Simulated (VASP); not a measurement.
Runs of VASP 6.6.1 on MgZn2O3. The structure is that of space group P-3m1 (No. 164), or close to it. The cells are those of the table. 

```csv
task,level,potentials or basis,cell,cutoff (eV),gap on the mesh (eV),pressure (GPa),relaxed volume (Å³/atom),largest force (eV/Å)
single point,LDA,"VASP PAW LDA potentials, release 64 (Mg, Zn, O)","a = 2.972, b = 2.972, c = 7.241 Å, angles 90.0, 90.0, 120.0°, 6 atoms",520,2.14,0.2,-,0.09
relaxation of cell and atoms,PBEsol,"VASP PAW PBE potentials, release 64 (Mg, Zn, O)","relaxed from a = 3.048, b = 3.048, c = 7.438 Å, angles 90.0, 90.0, 120.0°, 6 atoms",600,(a),0.1,(b),-
relaxation of cell and atoms,LDA,"VASP PAW LDA potentials, release 64 (Mg, Zn, O)","relaxed from a = 3.048, b = 3.048, c = 7.438 Å, angles 90.0, 90.0, 120.0°, 6 atoms",600,2.15,0.0,9.22,-
single point,PBEsol,"VASP PAW PBE potentials, release 64 (Mg, Zn, O)","a = 3.009, b = 3.009, c = 7.334 Å, angles 90.0, 90.0, 120.0°, 6 atoms",520,(c),0.6,-,0.07
```

Alike in all rows: no spin polarisation.

**Question.** Estimate the missing entries.

**Answer.** (a) 1.84; (b) 9.60; (c) 1.85.

Caveats: the PAW data sets were made with another functional, which shifts forces and pressure a little (at least some runs).

